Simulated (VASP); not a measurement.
# Al12H: single point with PBE

Al12H, a slab with vacuum:

```xyz
13
Lattice="5.7135 0.0000 0.0000 -2.8568 4.9481 0.0000 0.0000 0.0000 20.1014" Properties=species:S:1:pos:R:3 pbc="T T T"
Al    1.4284    0.8247    4.0000
Al    0.0000    3.2987    4.0000
Al    4.2851    0.8247    4.0000
Al    2.8568    3.2987    4.0000
Al    0.0000    1.6494    6.3007
Al   -1.4284    4.1234    6.3007
Al    2.8568    1.6494    6.3007
Al    1.4284    4.1234    6.3007
Al    0.0000    0.0000    8.6014
Al   -1.4284    2.4740    8.6014
Al    2.8568    0.0000    8.6014
Al    1.4284    2.4740    8.6014
H     0.7142    0.4123   10.0369
```

```yaml
Program: VASP 6.6.1
Task: single point
Functional: PBE
Potentials_or_basis: VASP PAW PBE potentials, release 64 (Al, H)
Cutoff: 520 eV
k_mesh: 6 × 6 × 1
Occupations: gaussian, width 0.1 eV
Spin: no spin polarisation
Dipole_correction: yes
Further_INCAR_settings: ALGO = Normal; EDIFF = 1e-06; NBANDS = 30
```

```json
{"Largest force": "0.448 eV/Å", "Band gap on the k mesh": "zero (an odd number of electrons rules out a gap without spin polarisation)"}
```

Forces in eV/Å, atoms in the order of the input:
```
Al   0.045  0.026 -0.015
Al  -0.005 -0.003 -0.077
Al  -0.037  0.049 -0.116
Al   0.024 -0.057 -0.116
Al   0.008  0.075  0.174
Al   0.069 -0.030  0.174
Al   0.041  0.024 -0.038
Al  -0.140 -0.081 -0.053
Al  -0.284 -0.164  0.306
Al  -0.110 -0.064 -0.087
Al   0.268 -0.045 -0.066
Al   0.095  0.254 -0.066
H    0.026  0.015 -0.020
```

Levels at points of the mesh, in eV from the Fermi level:
```csv
k point,band 15,band 16,band 17,band 18,band 19,band 20,band 21,band 22
"(0.00, 0.00, 0.00)",-2.78,-2.77,-1.65,-0.44,-0.41,-0.26,-0.22,-0.17
"(0.50, 0.00, 0.00)",-0.66,-0.54,-0.52,-0.26,0.15,0.90,1.08,1.25
"(0.00, 0.50, 0.00)",-0.62,-0.54,-0.37,-0.27,0.05,0.88,0.94,1.27
```

Run time: 4.2 min on 1 thread of AMD EPYC 9R45 96-Core Processor (Zen 5), with other jobs on the host, peak memory 0.62 GiB.
